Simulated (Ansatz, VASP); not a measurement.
# Hf2C: VASP beside Ansatz

File INCAR:

```
SYSTEM = Hf2C
ALGO     = Normal         ! electronic algorithm
EDIFF    = 1E-6           ! SCF threshold, eV
ENCUT    = 520            ! plane-wave cutoff, eV
GGA      = PS             ! functional
ISIF     = 2              ! what is computed and relaxed
ISMEAR   = 0              ! smearing method
LASPH    = .TRUE.         ! aspherical terms in the spheres
LCHARG   = .FALSE.        ! write CHGCAR
LREAL    = .FALSE.        ! projectors in reciprocal space
LWAVE    = .FALSE.        ! write WAVECAR
NBANDS   = 19             ! bands
NELM     = 60             ! most SCF steps
PREC     = Accurate       ! precision mode
SIGMA    = 0.1            ! smearing width, eV
```

The input KPOINTS:

```
k-points
0
G
  15 15 15
  0 0 0
```

Contents of POSCAR:

```
Hf2C
1.0
    1.6572477965      0.9568124614      5.1779184135
   -1.6572477965      0.9568124614      5.1779184135
    0.0000000000     -1.9136249227      5.1779184135
Hf C
2 1
Direct
    0.2454978300      0.2454978300      0.2454978300
    0.7545021700      0.7545021700      0.7545021700
    0.5000000000      0.5000000000      0.5000000000
```

Input for Ansatz:

```yaml
crystal:
  lattice:
    - [1.6572477965, 0.9568124614, 5.1779184135]
    - [-1.6572477965, 0.9568124614, 5.1779184135]
    - [0.0, -1.9136249227, 5.1779184135]
  atoms:
    - { symbol: Hf, position: [0.24549783, 0.24549783, 0.24549783] }
    - { symbol: Hf, position: [0.75450217, 0.75450217, 0.75450217] }
    - { symbol: C, position: [0.5, 0.5, 0.5] }
basis:
  ecutwfc: 420
kpoints:
  mp_grid: { grid: [15, 15, 15] }
hamiltonian:
  xc: pbesol
scf:
  occupations: { method: gaussian, width: 0.1 }
output:
  forces: true
  stress: true
  eigenvalues: true
  populations: true
```

Alike in both runs: task single point; functional PBEsol; k mesh 15 × 15 × 15; occupations gaussian, width 0.1 eV; no spin polarisation.

```csv
,VASP,Ansatz
version,VASP 6.6.1,Ansatz 0.2.0
potentials or method,"VASP PAW PBE potentials, release 64 (Hf_pv, C), cutoff 520 eV","scalar-relativistic, plane waves, PAW"
valence electrons in the cell,24,56
```

VASP gave:

| Quantity | Value |
| --- | --- |
| gap on the k mesh at the Fermi level (eV) | none |
| pressure (GPa) | -5.1 |
| traceless stress, the component that is largest in VASP (GPa) | 3.14 |
| rms of the force components (eV/Å) | 0.070 |

Q: Which values does Ansatz return?

A: gap on the k mesh at the Fermi level (eV): none; pressure (GPa): -4.6; traceless stress, the component that is largest in VASP (GPa): 3.10; rms of the force components (eV/Å): 0.041.

VASP's potentials were made for PBE, not for PBEsol. Atom by atom the forces differ by 0.029 eV/Å (rms over components). A gap of «none» marks a metal or a gap that the smearing closes. The functional is the same, so the differences come from potentials, cutoffs and numerics. VASP's potentials hold 24 valence electrons a cell and Ansatz's 56, so a difference there can come from the potentials and not from the codes.

Neither program's run includes spin-orbit coupling.
